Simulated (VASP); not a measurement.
# Ti (I4/mmm) in VASP: further runs, part 2 of 2

VASP 6.6.1. Earlier steps stand in the parts before.

### 3 Single point, PBE (volume 14.488 Å^3 an atom, c/a of the conventional cell 1.3484)

Contents of INCAR:

```
PREC = Accurate
ENCUT = 520
EDIFF = 1E-6
ISMEAR = 0
SIGMA = 0.15
LREAL = F
LASPH = T
NELM = 100
ALGO = Fast
ISIF = 2
LWAVE = F
LCHARG = F
GGA = PE
NBANDS = 12
```

Contents of KPOINTS:

```
Automatic mesh
0
Gamma
  22 22 22
```

Contents of POSCAR:

```
Ti
1.0
   -1.3900910080      1.3900910080      1.8743987152
    1.3900910080     -1.3900910080      1.8743987152
    1.3900910080      1.3900910080     -1.8743987152
Ti
1
Direct
    0.0000000000      0.0000000000      0.0000000000
```

Potentials or basis: VASP PAW PBE potentials, release 64 (Ti_sv).

Launch:

```bash
> cat potpaw_PBE.64/Ti_sv/POTCAR > POTCAR
> mpirun -np 1 vasp_std > vasp.out
```

OUTCAR:

```text
PREC = Accurate
   ENCUT = 520
   EDIFF = 1E-6
   ISMEAR = 0
   LREAL = F
   LASPH = T
   NELM = 100
   ISIF = 2
   GGA = PE

 ion  position               nearest neighbor table
   1  0.000  0.000  0.000-

  LATTYP: Found a body centered tetragonal cell.
 ALAT       =     2.7801820160
 C/A-ratio  =     1.3484000000

  Lattice vectors:

 A1 = (  -1.3900910080,   1.3900910080,   1.8743987152)
 A2 = (   1.3900910080,  -1.3900910080,   1.8743987152)
[... 540 lines left out ...]
     12      25.9851      0.00000

 [... further k-points ...]

------------------------ aborting loop because EDIFF is reached ----------------------------------------

  FORCE on cell =-STRESS in cart. coord.  units (eV):
  Direction    XX          YY          ZZ          XY          YZ          ZX
  --------------------------------------------------------------------------------------
  -------------------------------------------------------------------------------------
  Total        2.2979655      2.2979655      2.4412282      0.0000000      0.0000000      0.0000000
  in kB      254.1239829    254.1239829    269.9668968      0.0000000      0.0000000      0.0000000
  external PRESSURE =     259.4049542 kB  Pullay stress =       0.0000000 kB

 VOLUME and BASIS-vectors are now :
 -----------------------------------------------------------------------------
  energy-cutoff  :      520.00
  volume of cell :       14.49
      direct lattice vectors                 reciprocal lattice vectors
    -1.390091008  1.390091008  1.874398715     0.000000000  0.359688680  0.266752210
     1.390091008 -1.390091008  1.874398715     0.359688680  0.000000000  0.266752210
     1.390091008  1.390091008 -1.874398715     0.359688680  0.359688680  0.000000000

 POSITION                                       TOTAL-FORCE (eV/Angst)
 -----------------------------------------------------------------------------------
      0.00000      0.00000      0.00000        -0.000000      0.000000     -0.000000
 -----------------------------------------------------------------------------------
    total drift:                                0.000000     -0.000000      0.000000

  FREE ENERGIE OF THE ION-ELECTRON SYSTEM (eV)
  ---------------------------------------------------
  free  energy   TOTEN  =        -7.5801131702 eV

  energy  without entropy=       -7.5637868587  energy(sigma->0) =       -7.57195001
```

stdout:

```text
POSCAR found type information on POSCAR Ti
 POSCAR found :  1 types and       1 ions
 scaLAPACK will be used
 LDA part: xc-table for (Slater+PW92), standard interpolation
 POSCAR, INCAR and KPOINTS ok, starting setup
 FFT: planning ... GRIDC
 FFT: planning ... GRID_SOFT
 FFT: planning ... GRID
 WAVECAR not read
 entering main loop
WARNING in EDDRMM: call to ZHEGV failed, returncode =   8  4      6
WARNING in EDDRMM: call to ZHEGV failed, returncode =   6  3      6
WARNING in EDDRMM: call to ZHEGV failed, returncode =   6  3     12
WARNING in EDDRMM: call to ZHEGV failed, returncode =   8  4      5
WARNING in EDDRMM: call to ZHEGV failed, returncode =   8  4      5
WARNING in EDDRMM: call to ZHEGV failed, returncode =   8  4      5
WARNING in EDDRMM: call to ZHEGV failed, returncode =   6  3      5
WARNING in EDDRMM: call to ZHEGV failed, returncode =   6  3      6
WARNING in EDDRMM: call to ZHEGV failed, returncode =   6  3     11
WARNING in EDDRMM: call to ZHEGV failed, returncode =   6  3      6
WARNING in EDDRMM: call to ZHEGV failed, returncode =   6  3      7
WARNING in EDDRMM: call to ZHEGV failed, returncode =   6  3      7
```

Run time: 2.4 min. Hardware: 1 thread of Intel Xeon 6975P-C, shared host; peak memory 0.25 GiB.

Results:

| Property | Result |
| --- | --- |
| Free energy | -7.5801 eV |
| Pressure | 25.9 GPa |
| Band gap on the k mesh | zero (band 6 reaches 11.18 eV, above the bottom of band 7 at 9.61 eV) |

Stress tensor (GPa, compression positive):
```
25.41  0.00  0.00
 0.00 25.41  0.00
 0.00  0.00 27.00
```

### 4 Single point, PBE (volume 14.488 Å^3 an atom, c/a of the conventional cell 1.0776)

Contents of INCAR:

```
SYSTEM = Ti
PREC = Accurate
ENCUT = 520
EDIFF = 1E-6
ISMEAR = 0
SIGMA = 0.15
LREAL = .FALSE.
LASPH = .TRUE.
NELM = 80
ALGO = Fast
ISIF = 2
LWAVE = .FALSE.
LCHARG = .TRUE.
GGA = PE
LELF = .TRUE.
LVHAR = .TRUE.
NBANDS = 12
```

Contents of KPOINTS:

```
regular mesh
0
G
  22 22 22
  0 0 0
```

Contents of POSCAR:

```
Ti
1.0
   -1.4979487483      1.4979487483      1.6141895712
    1.4979487483     -1.4979487483      1.6141895712
    1.4979487483      1.4979487483     -1.6141895712
Ti
1
Direct
    0.0000000000      0.0000000000      0.0000000000
```

Launch:

```bash
> cat potpaw_PBE.64/Ti_sv/POTCAR > POTCAR
> mpirun -np 1 vasp_std > vasp.out
```

It took 2.3 min on 1 thread of Intel Xeon 6975P-C, shared host; peak memory 0.25 GiB.

The run converged. Its results:

```
Free energy            : -7.5549 eV
Pressure               : 24.3 GPa
Band gap on the k mesh : zero (band 6 reaches 11.22 eV, above the bottom of band 7 at 9.43 eV)
```

Stress tensor (GPa, compression positive):
```
24.09  0.00  0.00
 0.00 24.09  0.00
 0.00  0.00 24.58
```

Levels at points of the mesh, in eV from the Fermi level:
```csv
k point,band 3,band 4,band 5,band 6,band 7,band 8,band 9,band 10
"(0.00, 0.00, 0.00)",-31.81,-31.81,-6.31,0.93,0.93,1.56,2.87,3.62
"(0.50, 0.00, 0.00)",-32.14,-31.82,-2.94,-0.36,1.64,2.87,3.86,5.23
"(0.50, 0.50, 0.00)",-32.21,-31.88,-3.01,-1.14,2.24,3.81,4.01,5.36
"(0.50, 0.50, 0.50)",-32.54,-32.54,-2.95,-2.69,4.74,4.90,4.90,8.53
```

### 5 Single point, PBE (volume 16.327 Å^3 an atom, c/a of the conventional cell 0.8612)

Contents of INCAR:

```
SYSTEM = Ti
PREC     = Accurate       ! precision mode
ENCUT    = 520            ! plane-wave cutoff, eV
EDIFF    = 1E-7           ! SCF threshold, eV
ISMEAR   = 0              ! smearing method
SIGMA    = 0.15           ! smearing width, eV
LREAL    = .False.        ! projectors in reciprocal space
LASPH    = .True.         ! aspherical terms in the spheres
NELM     = 80             ! most SCF steps
ALGO     = Fast           ! electronic algorithm
ISIF     = 2              ! what is computed and relaxed
LWAVE    = .False.        ! write WAVECAR
LCHARG   = .False.        ! write CHGCAR
GGA      = PE             ! functional
NBANDS   = 12             ! bands
```

Contents of KPOINTS:

```
regular mesh
0
Gamma
  22 22 22
  0 0 0
```

Contents of POSCAR:

```
Ti
1.0
   -1.6797608697      1.6797608697      1.4466100610
    1.6797608697     -1.6797608697      1.4466100610
    1.6797608697      1.6797608697     -1.4466100610
Ti
1
Direct
    0.0000000000      0.0000000000      0.0000000000
```

Launch:

```bash
> cat potpaw_PBE.64/Ti_sv/POTCAR > POTCAR
> mpirun -np 1 vasp_std > vasp.out
```

It took 2 min on 1 thread of Intel Xeon 6975P-C (Granite Rapids), shared host; peak memory 0.28 GiB.

Results (log left out):

```
Free energy            : -7.7338 eV
Pressure               : 6.0 GPa
Band gap on the k mesh : zero (band 6 reaches 9.70 eV, above the bottom of band 7 at 8.14 eV)
```

Stress tensor (GPa, compression positive):
```
5.88 0.00 0.00
0.00 5.88 0.00
0.00 0.00 6.26
```

Levels at points of the mesh, in eV from the Fermi level:
| k point | band 4 | band 5 | band 6 | band 7 | band 8 | band 9 |
| --- | --- | --- | --- | --- | --- | --- |
| (0.00, 0.00, 0.00) | -32.22 | -6.13 | 0.26 | 1.53 | 1.53 | 1.99 |
| (0.50, 0.00, 0.00) | -32.32 | -2.65 | -0.91 | 1.77 | 2.78 | 3.96 |
| (0.50, 0.50, 0.00) | -32.21 | -2.64 | 0.53 | 0.61 | 1.91 | 2.89 |
| (0.50, 0.50, 0.50) | -32.61 | -2.55 | -2.17 | 4.11 | 4.11 | 4.37 |

### 6 Overview

| cell | further INCAR settings | gap on the mesh (eV) | pressure (GPa) |
| --- | --- | --- | --- |
| a = 2.673 Å, angles 105.7, 105.7, 117.3°, 1 atom | ALGO = Fast; EDIFF = 1e-06; NBANDS = 12 | none | 24.0 |
| a = 2.716 Å, angles 118.4, 118.4, 92.7°, 1 atom | ALGO = Fast; EDIFF = 1e-06; NBANDS = 12 | none | 25.9 |
| a = 2.663 Å, angles 111.6, 111.6, 105.4°, 1 atom | ALGO = Fast; EDIFF = 1e-06; NBANDS = 12 | none | 24.3 |
| a = 2.781 Å, angles 105.7, 105.7, 117.3°, 1 atom | ALGO = Fast; EDIFF = 1e-07; NBANDS = 12 | none | 6.0 |

Alike in all rows: task single point; level PBE; potentials or basis VASP PAW PBE potentials, release 64 (Ti_sv); no spin polarisation; k mesh 22 × 22 × 22; cutoff (eV) 520; smearing gaussian 0.15 eV.

Absolute energies hang on the potentials; compare differences alone.
